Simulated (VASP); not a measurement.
Write the native input for VASP 6.6.1 that does the following.

```
Task                   : relaxation of cell and atoms
Functional             : PBE
Potentials or basis    : VASP PAW PBE potentials, release 64 (Pr_3, Y_sv, Se), 4f in core
Cutoff                 : 500 eV
k mesh                 : 4 × 2 × 2
Occupations            : gaussian, width 0.1 eV
Spin                   : no spin polarisation
Dipole correction      : no
Further INCAR settings : ALGO = Normal; EDIFF = 1e-07; IBRION = 2; EDIFFG = -0.025; NSW = 80; ISIF = 3
```

The structure of PrYSe3 lies in POSCAR:

```
PrYSe3
1.0
   -5.8304362871     -0.1210381113     -0.0940815838
    2.7392082270      0.0856098595     -7.0635117961
   -0.1917033346     -9.0283705996      0.0335527653
Pr Y Se
2 2 6
Direct
    0.1832602689      0.8211752156     -0.0087287055
    0.1605732239      0.8302199335      0.4964235355
    0.4607548250      0.4407410577      0.7593361074
    0.4718478125      0.4579641062      0.2708023209
    0.5852652079      0.6970611617     -0.0094481238
    0.5911479197      0.6797927417      0.4867303109
    0.2860033054      0.0610561992      0.7564321753
    0.2737143938      0.0888615507      0.2568666197
    0.0144487781      0.5370223695      0.7539720557
   -0.0070117954      0.5061116040      0.2376137039
```

The input as run:

INCAR

```
SYSTEM = PrYSe3
ALGO = Normal
EDIFF = 1E-7
EDIFFG = -0.025
ENCUT = 500
GGA = PE
GGA_COMPAT = .False.
IBRION = 2
ISIF = 3
ISMEAR = 0
LASPH = .True.
LCHARG = .False.
LMAXMIX = 6
LREAL = .False.
LWAVE = .False.
NELM = 200
NELMIN = 4
NSW = 80
PREC = Accurate
SIGMA = 0.1
```

KPOINTS

```
k-points
0
Gamma
  4 2 2
  0 0 0
```

Potentials or basis: VASP PAW PBE potentials, release 64 (Pr_3, Y_sv, Se), 4f in core.

Launch:

```sh
$ cat potpaw_PBE.64/Pr_3/POTCAR potpaw_PBE.64/Y_sv/POTCAR potpaw_PBE.64/Se/POTCAR > POTCAR
$ mpirun -np 1 vasp_std > vasp.out
```

Results of the run:

```yaml
Relaxed_volume: 36.21 Å³/atom
Relaxed_cell: a = 5.704 Å, b = 7.571 Å, c = 9.058 Å, α = 90.14°, β = 90.02°, γ = 112.25°
Space_group_after_relaxing_to_0.1_Å: Amm2 (No. 38)
Energy_gained_by_relaxing: 117.9 meV/atom
Ionic_steps: 20
Pressure_after_relaxing: 0.1 GPa
Largest_force_after_relaxing: 0.024 eV/Å
Band_gap_on_the_k_mesh: 2.12 eV (least direct gap 2.24 eV)
```

Caveat: the k points lie up to 0.43 Å⁻¹ apart in the final cell; spin-orbit coupling is left out, which moves the levels of the heavy elements; the 4f electrons are frozen in the core, so they carry no moment and show no levels.

It took 36 min on 1 thread of Intel(R) Xeon(R) 6975P-C (Granite Rapids), on a shared host, peak memory 0.63 GiB.
